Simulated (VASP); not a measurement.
# RbRe2: single point with PBE

Crystal: RbRe2.

```
CELL_PARAMETERS angstrom
4.12029 0.00000 0.00000
-2.06014 3.56827 0.00000
0.00000 0.00000 4.44882
ATOMIC_POSITIONS crystal
Rb 0.00000 0.00000 0.00000
Re 0.33333 0.66667 0.50000
Re 0.66667 0.33333 0.50000
```

```
Program             : VASP 6.6.1
Task                : single point
Functional          : PBE
Potentials or basis : VASP PAW PBE potentials, release 64 (Rb_sv, Re_sv_GW)
Cutoff              : 500 eV
k mesh              : 6 × 6 × 4
Occupations         : gaussian, width 0.1 eV
Spin                : no spin polarisation
```

```yaml
Pressure: 16.8 GPa
Band_gap_on_the_k_mesh: zero (an odd number of electrons rules out a gap without spin polarisation)
```

Stress tensor (GPa, compression positive):
```
14.22  0.00  0.00
 0.00 14.22  0.00
 0.00  0.00 21.90
```

Levels at points of the mesh, in eV from the Fermi level:
```
           k point  band 17  band 18  band 19  band 20  band 21  band 22  band 23  band 24
(0.00, 0.00, 0.00)    -1.33    -1.33    -0.99    -0.99     0.97     1.14     1.14     4.65
(0.50, 0.00, 0.00)    -1.75    -1.56    -0.90    -0.45    -0.28     2.77     2.86     5.19
(0.00, 0.00, 0.50)    -1.85    -0.94    -0.93    -0.93    -0.45     1.78     1.87     1.87
(0.50, 0.00, 0.50)    -2.51    -0.82     0.28     0.52     0.64     2.58     2.95     3.25
```

Run time: 40 s on 1 thread of AMD EPYC 7R43 64-Core Processor (Zen 3), with other jobs on the host, peak memory 0.16 GiB.

Caveat: the cell stands under pressure; spin-orbit coupling is left out, which moves the levels of the heavy elements.
